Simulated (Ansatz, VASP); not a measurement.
## Pt in VASP and in Ansatz

```
Pt
1.0
     0.00000    1.97009    1.97009
     1.97009    0.00000    1.97009
     1.97009    1.97009    0.00000
Pt
1
Direct
  0.00000 0.00000 0.00000
```

Alike in both runs: functional r2SCAN; k mesh 18 × 18 × 18; occupations gaussian, width 0.1 eV; no spin polarisation.

Ansatz relaxed the structure, and its values are those at the end. VASP's run is a single point on that final structure, the one shown.

|  | VASP | Ansatz |
| --- | --- | --- |
| version | VASP 6.6.1 | Ansatz 0.2.0 |
| potentials or method | VASP PAW PBE potentials, release 64 (Pt), cutoff 520 eV | scalar-relativistic, plane waves, PAW |
| valence electrons in the cell | 10 | 18 |

Ansatz gave:

```
gap on the k mesh at the Fermi level (eV) : none
pressure (GPa)                            : 0.0
```

Problem. What did VASP give for the same quantities?

Solution. gap on the k mesh at the Fermi level (eV): none; pressure (GPa): 0.7.

VASP's potentials were made for PBE, not for r2SCAN. A gap of «none» marks a metal or a gap that the smearing closes. With one functional, cell and mesh, what is left measures potentials, basis and numerics. VASP's potentials hold 10 valence electrons a cell and Ansatz's 18, so a difference there can come from the potentials and not from the codes.

Spin-orbit coupling is off throughout.
